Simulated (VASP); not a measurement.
Input of a VASP 6.6.1 run:

File POSCAR:

```
GaAs
1.0
    0.0000000000      2.8044642326      2.8044642326
    2.8044642326      0.0000000000      2.8044642326
    2.8044642326      2.8044642326      0.0000000000
Ga As
1 1
Direct
    0.0000000000      0.0000000000      0.0000000000
    0.2500000000      0.2500000000      0.2500000000
```

The input INCAR.step1:

```
SYSTEM = GaAs
PREC = Accurate
ENCUT = 520
ISMEAR = 0
SIGMA = 0.01
LREAL = .False.
LASPH = .True.
NELM = 60
NBANDS = 16
GGA = PE
ALGO = Normal
EDIFF = 1E-4
LWAVE = .True.
LCHARG = .False.
```

Contents of INCAR.step2:

```
SYSTEM = GaAs
PREC = Accurate
ENCUT = 520
EDIFF = 1E-7
ISMEAR = 0
SIGMA = 0.01
LREAL = .False.
LASPH = .True.
NELM = 60
ALGO = Normal
ISIF = 2
LWAVE = .False.
LCHARG = .False.
METAGGA = R2SCAN
LMIXTAU = .True.
NBANDS = 16
ISTART = 1
```

Contents of KPOINTS:

```
regular mesh
0
Gamma
  6 6 6
  0 0 0
```

Potentials or basis: VASP PAW PBE potentials, release 64 (Ga_d, As).

Launch:

```bash
$ cat potpaw_PBE.64/Ga_d/POTCAR potpaw_PBE.64/As/POTCAR > POTCAR
$ cp INCAR.step1 INCAR
$ mpirun -np 1 vasp_std > vasp.out
$ cp INCAR.step2 INCAR
$ mpirun -np 1 vasp_std > vasp.out
```

**Question.** Predict the pressure.

**Answer.** 2.5 GPa.

**Question.** What does it give for the band gap on the k mesh?

**Answer.** 1.19 eV, direct.

Caveat: the PAW data sets were made with another functional, which shifts forces and pressure a little. A k mesh can miss the band edges.
